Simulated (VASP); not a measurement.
Wanted: the native input for a VASP 6.6.1 run.

```yaml
Task: single point
Functional: r2SCAN
Potentials_or_basis: VASP PAW PBE potentials, release 64 (Mg, F)
Cutoff: 660 eV
k_mesh: 4 × 4 × 6
Occupations: gaussian, width 0.01 eV
Spin: no spin polarisation
Dipole_correction: no
Further_INCAR_settings: ALGO = Normal; EDIFF = 1e-06; NBANDS = 25
```

Crystal: MgF2.

```
Mg F
1.0
     4.62202    0.00000    0.00000
     0.00000    4.62202    0.00000
     0.00000    0.00000    3.04611
Mg F
2 4
Direct
  0.00000 0.00000 0.00000
  0.50000 0.50000 0.50000
  0.30295 0.30295 0.00000
  0.19705 0.80295 0.50000
  0.69705 0.69705 0.00000
  0.80295 0.19705 0.50000
```

One way to write it, as run:

POSCAR

```
MgF2
1.0
    4.6220162603      0.0000000000      0.0000000000
    0.0000000000      4.6220162603      0.0000000000
    0.0000000000      0.0000000000      3.0461115452
Mg F
2 4
Direct
    0.0000000000      0.0000000000      0.0000000000
    0.5000000000      0.5000000000      0.5000000000
    0.3029506052      0.3029506052      0.0000000000
    0.1970493948      0.8029506052      0.5000000000
    0.6970493948      0.6970493948      0.0000000000
    0.8029506052      0.1970493948      0.5000000000
```

INCAR.step1

```
PREC = Accurate
ENCUT = 660
ISMEAR = 0
SIGMA = 0.01
LREAL = F
LASPH = T
NELM = 120
NBANDS = 25
GGA = PE
ALGO = Normal
EDIFF = 1E-5
LWAVE = T
LCHARG = F
GGA_COMPAT = F
```

INCAR.step2

```
PREC = Accurate
ENCUT = 660
EDIFF = 1E-6
ISMEAR = 0
SIGMA = 0.01
LREAL = F
LASPH = T
NELM = 120
ALGO = Normal
ISIF = 2
LWAVE = F
LCHARG = T
METAGGA = R2SCAN
LMIXTAU = T
LELF = T
LVHAR = T
NBANDS = 25
ISTART = 1
GGA_COMPAT = F
```

KPOINTS

```
Automatic mesh
0
Gamma
  4 4 6
```

Potentials or basis: VASP PAW PBE potentials, release 64 (Mg, F).

The run is started by

```console
$ cat potpaw_PBE.64/Mg/POTCAR potpaw_PBE.64/F/POTCAR > POTCAR
$ cp INCAR.step1 INCAR
$ mpirun -np 1 vasp_std > vasp.out
$ cp INCAR.step2 INCAR
$ mpirun -np 1 vasp_std > vasp.out
```

Results of the run:

```yaml
Pressure: -1.5 GPa
Largest_force: 0.007 eV/Å
Band_gap_on_the_k_mesh: 8.03 eV
```

Caveat: the PAW data sets were made with another functional, which shifts forces and pressure a little.

Wall time 2.9 min on 1 thread of Intel Xeon 8259CL, on a shared host, peak memory 0.23 GiB.
